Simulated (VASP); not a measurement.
Write the native input for VASP 6.6.1 that does the following.

```yaml
Task: relaxation of cell and atoms
Functional: PBE
Potentials_or_basis: VASP PAW PBE potentials, release 64 (Sn_d, O)
Cutoff: 600 eV
k_mesh: 10 × 10 × 10
Occupations: fermi-dirac, width 0.02 eV
Spin: no spin polarisation
Dipole_correction: no
Further_INCAR_settings: ALGO = Normal; EDIFF = 1e-06; IBRION = 2; EDIFFG = -0.005; NSW = 80; ISIF = 3
```

The structure of SnO lies in POSCAR:

```
SnO
1.0
    0.0000000000      2.2133299920      2.2133299920
    2.2133299920      0.0000000000      2.2133299920
    2.2133299920      2.2133299920      0.0000000000
Sn O
1 1
Direct
    0.0000000000      0.0000000000      0.0000000000
    0.2500000000      0.2500000000      0.2500000000
```

These files were run (other wordings do the same):

INCAR

```
  PREC = Accurate
  ENCUT = 600
  EDIFF = 1E-6
  ISMEAR = -1
  SIGMA = 0.02
  LREAL = F
  LASPH = T
  NELM = 100
  ALGO = Normal
  ISIF = 3
  LWAVE = F
  LCHARG = F
  GGA = PE
  IBRION = 2
  NSW = 80
  EDIFFG = -0.005
```

KPOINTS

```
Automatic mesh
0
Gamma
  10 10 10
```

Potentials or basis: VASP PAW PBE potentials, release 64 (Sn_d, O).

Command:

```sh
$ cat potpaw_PBE.64/Sn_d/POTCAR potpaw_PBE.64/O/POTCAR > POTCAR
$ mpirun -np 1 vasp_std > vasp.out
```

It gave:

* Relaxed volume: 19.77 Å³/atom
* Relaxed cell: a = 3.824 Å, b = 3.824 Å, c = 3.824 Å, α = 60.00°, β = 60.00°, γ = 60.00°
* Space group after relaxing (to 0.05 Å): F-43m (No. 216)
* Energy gained by relaxing: 2347.9 meV/atom
* Ionic steps: 22
* Pressure after relaxing: 0.0 GPa
* Band gap on the k mesh: zero (band 10 reaches 6.20 eV, above the bottom of band 11 at 6.03 eV)

Caveat: the volume moved by over 15 % at a fixed basis, so the end points are rough; spin-orbit coupling is left out, which moves the levels of the heavy elements.

Run time: 110 s on 1 thread of Intel(R) Xeon(R) Platinum 8559C (Emerald Rapids), with other jobs on the host, peak memory 0.17 GiB.
